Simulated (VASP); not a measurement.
# Ti3O4 (I4/mmm) in VASP: a series of runs

Ti3O4 is run at these levels: LDA; tasks: single point, relaxation of cell and atoms.

Program: VASP 6.6.1. These are calculated values, not measurements. Logs are shortened: lines on timing, memory, paths and dates and some standing lists are left out, and cuts for length are marked.

### 1 The cell of the first run

The structure is tetragonal, space group I4/mmm (No. 139). The conventional cell has a = 4.062 Å, b = 4.062 Å, c = 8.024 Å, α = 90.00°, β = 90.00°, γ = 90.00°. Within 2.7 Å of Ti (site symmetry -4m2) lie 6 O at 2.01 to 2.03 Å. Within 2.7 Å of Ti (site symmetry 4/mmm) lie 6 O at 2.03 to 2.07 Å. O (site symmetry mmm) has 4 Ti at 2.01 to 2.03 Å within 2.7 Å. O (site symmetry 4mm) has 5 Ti at 2.03 to 2.07 Å within 2.7 Å.

### 2 Single point, LDA

The input, INCAR:

```
SYSTEM = Ti3O4
ALGO = Normal
EDIFF = 1E-6
ENCUT = 520
GGA = CA
ISIF = 2
ISMEAR = 0
LASPH = .TRUE.
LCHARG = .FALSE.
LREAL = .FALSE.
LWAVE = .FALSE.
NBANDS = 39
NELM = 100
PREC = Accurate
SIGMA = 0.1
```

The input, KPOINTS:

```
k-points
0
G
  6 6 6
  0 0 0
```

The input, POSCAR:

```
Ti3O4
1.0
   -2.0308815717      2.0308815717      4.0118951508
    2.0308815717     -2.0308815717      4.0118951508
    2.0308815717      2.0308815717     -4.0118951508
Ti O
3 4
Direct
    0.2500000000      0.7500000000      0.5000000000
    0.5000000000      0.5000000000      0.0000000000
    0.7500000000      0.2500000000      0.5000000000
    0.0000000000      0.5000000000      0.5000000000
    0.2423661803      0.2423661803      0.0000000000
    0.5000000000      0.0000000000      0.5000000000
    0.7576338197      0.7576338197      0.0000000000
```

Potentials or basis: VASP PAW LDA potentials, release 64 (Ti_sv, O).

Launch:

```
$ cat potpaw_LDA.64/Ti_sv/POTCAR potpaw_LDA.64/O/POTCAR > POTCAR
$ mpirun -np 1 vasp_std > vasp.out
```

OUTCAR:

```text
SYSTEM = Ti3O4
   EDIFF = 1E-6
   ENCUT = 520
   GGA = CA
   ISIF = 2
   ISMEAR = 0
   LASPH = .TRUE.
   LREAL = .FALSE.
   NELM = 100
   PREC = Accurate

 ion  position               nearest neighbor table
   1  0.250  0.750  0.500-   4 2.01   6 2.01   5 2.03   7 2.03   7 2.03   5 2.03   2 2.85   2 2.85
                             2 2.85   2 2.85   3 2.87   3 2.87   3 2.87   3 2.87
   2  0.500  0.500  0.000-   4 2.03   6 2.03   6 2.03   4 2.03   5 2.07   7 2.07   1 2.85   3 2.85
                             1 2.85   3 2.85   1 2.85   1 2.85   3 2.85   3 2.85
   3  0.750  0.250  0.500-   4 2.01   6 2.01   5 2.03   7 2.03   7 2.03   5 2.03   2 2.85   2 2.85
                             2 2.85   2 2.85   1 2.87   1 2.87   1 2.87   1 2.87
   4  0.000  0.500  0.500-   1 2.01   3 2.01   2 2.03   2 2.03
   5  0.242  0.242  0.000-   3 2.03   1 2.03   1 2.03   3 2.03   2 2.07
   6  0.500  0.000  0.500-   1 2.01   3 2.01   2 2.03   2 2.03
   7  0.758  0.758  0.000-   1 2.03   3 2.03   3 2.03   1 2.03   2 2.07

  LATTYP: Found a body centered tetragonal cell.
 ALAT       =     4.0617631434
 C/A-ratio  =     1.9754451499

  Lattice vectors:

 A1 = (  -2.0308815717,   2.0308815717,   4.0118951508)
 A2 = (   2.0308815717,  -2.0308815717,   4.0118951508)
 A3 = (   2.0308815717,   2.0308815717,  -4.0118951508)

Analysis of symmetry for initial positions (statically):
=====================================================================
 Subroutine PRICEL returns:
 Original cell was already a primitive cell.

 Routine SETGRP: Setting up the symmetry group for a
 body centered tetragonal supercell.

 Subroutine GETGRP returns: Found 16 space group operations
 (whereof 16 operations were pure point group operations)
 out of a pool of 16 trial point group operations.

The static configuration has the point symmetry D_4h.

Analysis of symmetry for dynamics (positions and initial velocities):
=====================================================================
 Subroutine PRICEL returns:
 Original cell was already a primitive cell.

 Routine SETGRP: Setting up the symmetry group for a
 body centered tetragonal supercell.

 Subroutine GETGRP returns: Found 16 space group operations
 (whereof 16 operations were pure point group operations)
 out of a pool of 16 trial point group operations.

The dynamic configuration has the point symmetry D_4h.

 Subroutine INISYM returns: Found 16 space group operations
 (whereof 16 operations are pure point group operations),
 and found     1 'primitive' translations

----------------------------------------------------------------------------------------

                                     Primitive cell

  volume of cell :      66.1879

  direct lattice vectors                    reciprocal lattice vectors
    -2.030881572  2.030881572  4.011895151     0.000000000  0.246198502  0.124629379
     2.030881572 -2.030881572  4.011895151     0.246198502  0.000000000  0.124629379
     2.030881572  2.030881572 -4.011895151     0.246198502  0.246198502  0.000000000

  length of vectors
     4.933990537  4.933990537  4.933990537     0.275945981  0.275945981  0.348177260

  position of ions in fractional coordinates (direct lattice)
     0.250000000  0.750000000  0.500000000
     0.500000000  0.500000000  0.000000000
     0.750000000  0.250000000  0.500000000
     0.000000000  0.500000000  0.500000000
     0.242366180  0.242366180  0.000000000
     0.500000000  0.000000000  0.500000000
     0.757633820  0.757633820  0.000000000

  ion indices of the primitive-cell ions
   primitive index   ion index
                 1           1
                 2           2
                 3           3
                 4           4
                 5           5
                 6           6
                 7           7

----------------------------------------------------------------------------------------

 KPOINTS: k-points

Automatic generation of k-mesh.
 Grid dimensions read from file:
 generate k-points for:    6    6    6

 Generating k-lattice:

  Cartesian coordinates                     Fractional coordinates (reciprocal lattice)
     0.000000000  0.041033084  0.020771563     0.166666667  0.000000000 -0.000000000
     0.041033084  0.000000000  0.020771563     0.000000000  0.166666667 -0.000000000
     0.041033084  0.041033084  0.000000000     0.000000000  0.000000000  0.166666667

  Length of vectors
     0.045990997  0.045990997  0.058029543

  Shift w.r.t. Gamma in fractional coordinates (k-lattice)
     0.000000000  0.000000000  0.000000000

 Subroutine IBZKPT returns following result:
 ===========================================

 Found     30 irreducible k-points:

 Following reciprocal coordinates:
            Coordinates               Weight
  0.000000  0.000000  0.000000      1.000000
  0.166667  0.000000 -0.000000      8.000000
  0.333333  0.000000 -0.000000      8.000000
  0.500000  0.000000 -0.000000      4.000000
  0.166667  0.166667  0.000000      8.000000
  0.333333  0.166667 -0.000000     16.000000
[... 16 lines left out ...]
 -0.333333 -0.333333  0.166667      8.000000
 -0.166667 -0.333333  0.166667      8.000000
 [... further k-points ...]
   k-points           NKPTS =     30   k-points in BZ     NKDIM =     30   number of bands    NBANDS=     39
   number of dos      NEDOS =    301   number of ions     NIONS =      7
   total plane-waves  NPLWV =  64000
   dimension x,y,z NGX =    40 NGY =   40 NGZ =   40
   dimension x,y,z NGXF=    80 NGYF=   80 NGZF=   80
   ions per type =               3   4
   NGX,Y,Z   is equivalent  to a cutoff of  13.48, 13.48, 13.48 a.u.
   NGXF,Y,Z  is equivalent  to a cutoff of  26.96, 26.96, 26.96 a.u.
 SYSTEM =  Ti3O4
   PREC   = accura    normal or accurate (medium, high low for compatibility)
   ISTART =      0    job   : 0-new  1-cont  2-samecut
   ICHARG =      2    charge: 1-file 2-atom 10-const
   ISPIN  =      1    spin polarized calculation?
   LNONCOLLINEAR =      F non collinear calculations
   LSORBIT =      F    spin-orbit coupling
   LASPH  =      T    aspherical Exc in radial PAW
   ENCUT  =  520.0 eV  38.22 Ry    6.18 a.u.   9.17  9.17  9.17*2*pi/ulx,y,z
   NELM   =    100;   NELMIN=  2; NELMDL= -5     # of ELM steps
   EDIFF  = 0.1E-05   stopping-criterion for ELM
   LREAL  =      F    real-space projection
   EDIFFG = 0.1E-04   stopping-criterion for IOM
   NSW    =      0    number of steps for IOM
   IBRION =     -1    ionic relax: 0-MD 1-quasi-New 2-CG
   NFREE  =      0    steps in history (QN), initial steepest desc. (CG)
   ISIF   =      2    stress and relaxation
   ISYM   =      2    0-nonsym 1-usesym 2-fastsym
   POTIM  = 0.5000    time-step for ionic-motion
   TEBEG  =    0.0;   TEEND  =   0.0 temperature during run
   PSTRESS=    0.0 pullay stress
   NELECT =      60.0000    total number of electrons
   NUPDOWN=      -1.0000    fix difference up-down
   EMIN   =  10.00;   EMAX   =-10.00  energy-range for DOS
   EFERMI =   0.00;   METHOD = LEGACY
   ISMEAR =     0;   SIGMA  =   0.10  broadening in eV -4-tet -1-fermi 0-gaus
   EFERMI_NEDOS =   21; number of points for ismear=-14 and -15
   IALGO  =     38    algorithm
   IMIX   =      4    mixing-type and parameters
     AMIX     =   0.40;   BMIX     =  1.00
     AMIX_MAG =   1.60;   BMIX_MAG =  1.00
  volume/ion in A,a.u.               =       9.46        63.81
  Fermi-wavevector in a.u.,A,eV,Ry     =   1.584403  2.994088 34.155153  2.510333
  Thomas-Fermi vector in A             =   2.684026
   LORBIT       =      0    0 simple, 1 ext, 2 COOP (PROOUT), +10 PAW based schemes
   GGA     = CA    functional components
   LHFCALC =     F    Hartree Fock is set to
   AEXX    =    0.0000 exact exchange contribution
   IVDW    =     0    specifies the selected vdW correction
   LEPSILON=     F    determine dielectric tensor
   LRPA    =     F    only Hartree local field effects (RPA)
 non-spin polarized calculation
 Gauss-broadening in eV      SIGMA  =   0.10
  energy-cutoff  :      520.00
  volume of cell :       66.19
 maximum number of plane-waves:      1800
 NGX is ok and might be reduce to    40
   NGX = 19   NGY = 19   NGZ = 19

 number of electron      59.9999997 magnetization

 Free energy of the ion-electron system (eV)
  ---------------------------------------------------
  ext. energy  EPLUGINS =         0.00000000
  ---------------------------------------------------
  free energy    TOTEN  =       -69.55013401 eV

  energy without entropy =      -69.54359987  energy(sigma->0) =      -69.54686694

 E-fermi :  10.1052     XC(G=0): -12.9845

 val. band max:       10.0404084341   @ k =  -0.3333  -0.3333   0.3333
 cond. band min:      10.1474134754   @ k =   0.1667   0.1667   0.1667
 fundamental gap:      0.1070050413
 Fermi energy:        10.1052167727

 k-point     1 :       0.0000    0.0000    0.0000
  band No.  band energies     occupation
      1     -47.4162      2.00000
      2     -47.2660      2.00000
      3     -47.1271      2.00000
      4     -24.3037      2.00000
      5     -24.3037      2.00000
      6     -24.2993      2.00000
[... 31 lines left out ...]
     38      11.9146      0.00000
     39      12.1186      0.00000

 k-point     2 :       0.1667    0.0000   -0.0000
  band No.  band energies     occupation
      1     -47.4036      2.00000
      2     -47.2738      2.00000
      3     -47.1313      2.00000
      4     -24.3577      2.00000
      5     -24.2844      2.00000
      6     -24.2463      2.00000
[... 31 lines left out ...]
     38      12.0489      0.00000
     39      12.3940      0.00000

 k-point     3 :       0.3333    0.0000   -0.0000
  band No.  band energies     occupation
      1     -47.3711      2.00000
      2     -47.2960      2.00000
      3     -47.1406      2.00000
      4     -24.3586      2.00000
      5     -24.3014      2.00000
      6     -24.2361      2.00000
[... 832 lines left out ...]
 k-point    23 :      -0.3333   -0.3333    0.1667
  band No.  band energies     occupation
      1     -47.3767      2.00000
      2     -47.2813      2.00000
      3     -47.1507      2.00000
      4     -24.4236      2.00000
      5     -24.2830      2.00000
      6     -24.2694      2.00000
[... 31 lines left out ...]
     38      12.4212      0.00000
     39      12.6194      0.00000

 k-point    24 :      -0.1667   -0.3333    0.1667
  band No.  band energies     occupation
      1     -47.3920      2.00000
      2     -47.2745      2.00000
      3     -47.1428      2.00000
      4     -24.3529      2.00000
      5     -24.3285      2.00000
      6     -24.2739      2.00000
[... 31 lines left out ...]
     38      12.3397      0.00000
     39      12.4126      0.00000

 [... further k-points ...]

------------------------ aborting loop because EDIFF is reached ----------------------------------------

  FORCE on cell =-STRESS in cart. coord.  units (eV):
  Direction    XX          YY          ZZ          XY          YZ          ZX
  --------------------------------------------------------------------------------------
  -------------------------------------------------------------------------------------
  Total        0.4138246      0.4138246      0.5332097      0.0000000      0.0000000      0.0000000
  in kB       10.0172407     10.0172407     12.9071360      0.0000000      0.0000000      0.0000000
  external PRESSURE =      10.9805391 kB  Pullay stress =       0.0000000 kB

 VOLUME and BASIS-vectors are now :
 -----------------------------------------------------------------------------
  energy-cutoff  :      520.00
  volume of cell :       66.19
      direct lattice vectors                 reciprocal lattice vectors
    -2.030881572  2.030881572  4.011895151     0.000000000  0.246198502  0.124629379
     2.030881572 -2.030881572  4.011895151     0.246198502  0.000000000  0.124629379
     2.030881572  2.030881572 -4.011895151     0.246198502  0.246198502  0.000000000

 POSITION                                       TOTAL-FORCE (eV/Angst)
 -----------------------------------------------------------------------------------
      2.03088      0.00000      2.00595        -0.000000     -0.000000      0.000000
      0.00000      0.00000      4.01190        -0.000000     -0.000000      0.000000
      0.00000      2.03088      2.00595        -0.000000     -0.000000      0.000000
      2.03088      0.00000      0.00000        -0.000000     -0.000000      0.000000
      0.00000      0.00000      1.94470        -0.000000     -0.000000     -0.040411
      0.00000      2.03088      0.00000        -0.000000     -0.000000      0.000000
      0.00000      0.00000      6.07909         0.000000      0.000000      0.040411
 -----------------------------------------------------------------------------------
    total drift:                               -0.000000      0.000000     -0.000000

  FREE ENERGIE OF THE ION-ELECTRON SYSTEM (eV)
  ---------------------------------------------------
  free  energy   TOTEN  =       -69.5501340085 eV

  energy  without entropy=      -69.5435998688  energy(sigma->0) =      -69.54686694
```

Run time: 3.2 min. Hardware: 1 thread of Intel Xeon 8259CL, shared host; peak memory 0.23 GiB.

Results:

- Free energy: -69.5501 eV
- Pressure: 1.1 GPa
- Largest force: 0.040 eV/Å
- Band gap on the k mesh: zero (bands 30 and 31 overlap by 3.72 eV)

Forces in eV/Å, atoms in the order of the input:
```
Ti   0.000  0.000  0.000
Ti   0.000  0.000  0.000
Ti   0.000  0.000  0.000
O    0.000  0.000  0.000
O    0.000  0.000 -0.040
O    0.000  0.000  0.000
O    0.000  0.000  0.040
```

Caveat: semilocal functionals often make such compounds metallic where correlation or magnetic order opens a gap, which also shifts bond lengths.

### 3 Relaxation of cell and atoms, LDA

This run uses another cell than the first one, of 9.97 Å³/atom.

The input, INCAR:

```
PREC = Accurate ; ENCUT = 600
EDIFF = 1E-6 ; ISMEAR = 0
SIGMA = 0.1 ; LREAL = False
LASPH = True ; NELM = 100
ALGO = Normal ; ISIF = 3
LWAVE = False ; LCHARG = False
IBRION = 2 ; NSW = 100
EDIFFG = -0.05
```

The input, KPOINTS:

```
regular mesh
0
Gamma
  6 6 6
```

The input, POSCAR:

```
Ti3O4
1.0
   -2.0659088900      2.0659088900      4.0891339800
    2.0659088900     -2.0659088900      4.0891339800
    2.0659088900      2.0659088900     -4.0891339800
Ti O
3 4
Direct
    0.2500000000      0.7500000000      0.5000000000
    0.5000000000      0.5000000000      0.0000000000
    0.7500000000      0.2500000000      0.5000000000
    0.0000000000      0.5000000000      0.5000000000
    0.2441151400      0.2441151400      0.0000000000
    0.5000000000      0.0000000000      0.5000000000
    0.7558848600      0.7558848600      0.0000000000
```

Potentials or basis: VASP PAW LDA potentials, release 64 (Ti_sv, O).

Launch:

```
$ cat potpaw_LDA.64/Ti_sv/POTCAR potpaw_LDA.64/O/POTCAR > POTCAR
$ mpirun -np 1 vasp_std > vasp.out
```

Run time: 15 min. Hardware: 1 thread of Intel Xeon 8259CL, shared host; peak memory 0.25 GiB.

Results (log left out):

```yaml
Free_energy: -69.5710 eV
Relaxed_volume: 9.48 Å³/atom
Relaxed_cell: a = 4.939 Å, b = 4.939 Å, c = 4.939 Å, α = 131.39°, β = 131.39°, γ = 71.19°
Space_group_after_relaxing_to_0.1_Å: I4/mmm (No. 139)
Energy_gained_by_relaxing: 18.5 meV/atom
Ionic_steps: 7
Pressure_after_relaxing: 0.0 GPa
Largest_force_after_relaxing: 0.004 eV/Å
Band_gap_on_the_k_mesh: zero (bands 30 and 31 overlap by 3.71 eV)
```

Forces in eV/Å, atoms in the order of the input:
```
Ti   0.000  0.000  0.000
Ti   0.000  0.000  0.000
Ti   0.000  0.000  0.000
O    0.000  0.000  0.000
O    0.000  0.000  0.004
O    0.000  0.000  0.000
O    0.000  0.000 -0.004
```

Step by step:
| step | energy change (eV) | largest force (eV/Å) | pressure (GPa) | volume (Å³) |
| --- | --- | --- | --- | --- |
| 1 | 0.0000 | 0.1720 | -11.85 | 69.81 |
| 2 | 0.1042 | 0.8558 | 19.27 | 62.62 |
| 3 | -0.1250 | 0.2266 | -0.29 | 66.63 |
| 4 | -0.1250 | 0.2354 | -0.03 | 66.56 |
| 5 | -0.1281 | 0.0873 | 0.01 | 66.45 |
| 6 | -0.1283 | 0.0364 | 0.05 | 66.41 |
| 7 | -0.1292 | 0.0041 | -0.04 | 66.39 |

Final structure:
```xyz
7
Lattice="-2.0329 2.0329 4.0164 2.0329 -2.0329 4.0164 2.0329 2.0329 -4.0164" Properties=species:S:1:pos:R:3 pbc="T T T"
Ti    2.0329    0.0000    2.0082
Ti    2.0329    2.0329    0.0000
Ti    0.0000    2.0329    2.0082
O     2.0329    0.0000    0.0000
O     0.0000    0.0000    1.9455
O     0.0000    2.0329    0.0000
O     0.0000    0.0000    6.0872
```

Levels at points of the mesh, in eV from the Fermi level:
```tsv
k point	band 27	band 28	band 29	band 30	band 31	band 32	band 33	band 34
(0.00, 0.00, 0.00)	-3.98	-3.98	-3.04	-0.71	-0.71	0.37	0.52	0.52
(0.50, 0.00, 0.00)	-5.42	-4.13	-1.23	0.28	0.40	0.56	0.74	1.11
(0.50, 0.50, 0.00)	-5.47	-3.66	0.81	0.83	1.14	1.25	1.32	1.44
(0.50, 0.50, 0.50)	-4.48	-4.48	-2.69	-2.69	-2.67	-0.22	0.87	1.43
```

Caveat: semilocal functionals often make such compounds metallic where correlation or magnetic order opens a gap, which also shifts bond lengths.

### 4 Single point, LDA

The input, INCAR:

```
PREC = Accurate
ENCUT = 520
EDIFF = 1E-6
ISMEAR = -1
SIGMA = 0.15
LREAL = False
LASPH = True
NELM = 60
ALGO = Normal
ISIF = 2
LWAVE = False
LCHARG = False
NBANDS = 39
```

The input, KPOINTS:

```
Automatic mesh
0
Gamma
  12 12 12
```

The input, POSCAR:

```
Ti3O4
1.0
   -2.0314629928      2.0314629928      4.0163124828
    2.0314629928     -2.0314629928      4.0163124828
    2.0314629928      2.0314629928     -4.0163124828
Ti O
3 4
Direct
    0.2500000000      0.7500000000      0.5000000000
    0.5000000000      0.5000000000      0.0000000000
    0.7500000000      0.2500000000      0.5000000000
    0.0000000000      0.5000000000      0.5000000000
    0.2429425178      0.2429425178      0.0000000000
    0.5000000000      0.0000000000      0.5000000000
    0.7570574822      0.7570574822      0.0000000000
```

Launch:

```
$ cat potpaw_LDA.64/Ti_sv/POTCAR potpaw_LDA.64/O/POTCAR > POTCAR
$ mpirun -np 1 vasp_std > vasp.out
```

Wall time 18 min (1 thread of Intel Xeon 8259CL, shared host); peak memory 0.43 GiB.

Results (log left out):

```yaml
Free_energy: -69.6051 eV
Pressure: 1.3 GPa
Largest_force: 0.039 eV/Å
Band_gap_on_the_k_mesh: zero (bands 30 and 31 overlap by 3.76 eV)
```

Forces on the atoms (eV/Å):
```
Ti   0.000  0.000  0.000
Ti   0.000  0.000  0.000
Ti   0.000  0.000  0.000
O    0.000  0.000  0.000
O    0.000  0.000 -0.039
O    0.000  0.000  0.000
O    0.000  0.000  0.039
```

Stress tensor (GPa, compression positive):
```
1.21 0.00 0.00
0.00 1.21 0.00
0.00 0.00 1.37
```

Levels at points of the mesh, in eV from the Fermi level:
```tsv
k point	band 27	band 28	band 29	band 30	band 31	band 32	band 33	band 34
(0.00, 0.00, 0.00)	-3.96	-3.96	-3.00	-0.67	-0.67	0.41	0.54	0.54
(0.50, 0.00, 0.00)	-5.41	-4.12	-1.20	0.31	0.45	0.61	0.77	1.15
(0.50, 0.50, 0.00)	-5.48	-3.64	0.84	0.86	1.16	1.28	1.37	1.49
(0.50, 0.50, 0.50)	-4.47	-4.47	-2.66	-2.66	-2.63	-0.19	0.92	1.47
```

Caveat: semilocal functionals often make such compounds metallic where correlation or magnetic order opens a gap, which also shifts bond lengths.

### 5 Overview

```csv
task,cell,k mesh,cutoff (eV),smearing,gap on the mesh (eV),pressure (GPa),largest force (eV/Å)
single point,"a = 4.934 Å, angles 131.4, 131.4, 71.2°, 7 atoms, atomic positions A",6 × 6 × 6,520,gaussian 0.1 eV,none,1.1,0.04
relaxation of cell and atoms,"relaxed from a = 5.026 Å, angles 131.5, 131.5, 71.1°, 7 atoms, atomic positions B",6 × 6 × 6,600,gaussian 0.1 eV,none,0.0,-
single point,"a = 4.938 Å, angles 131.4, 131.4, 71.2°, 7 atoms, atomic positions A",12 × 12 × 12,520,fermi-dirac 0.15 eV,none,1.3,0.04
```

Alike in all rows: level LDA; potentials or basis VASP PAW LDA potentials, release 64 (Ti_sv, O); no spin polarisation.

Caveats: semilocal functionals often make such compounds metallic where correlation or magnetic order opens a gap, which also shifts bond lengths.

Total energies depend on the potentials used, so only differences within one code and one set of settings carry meaning.
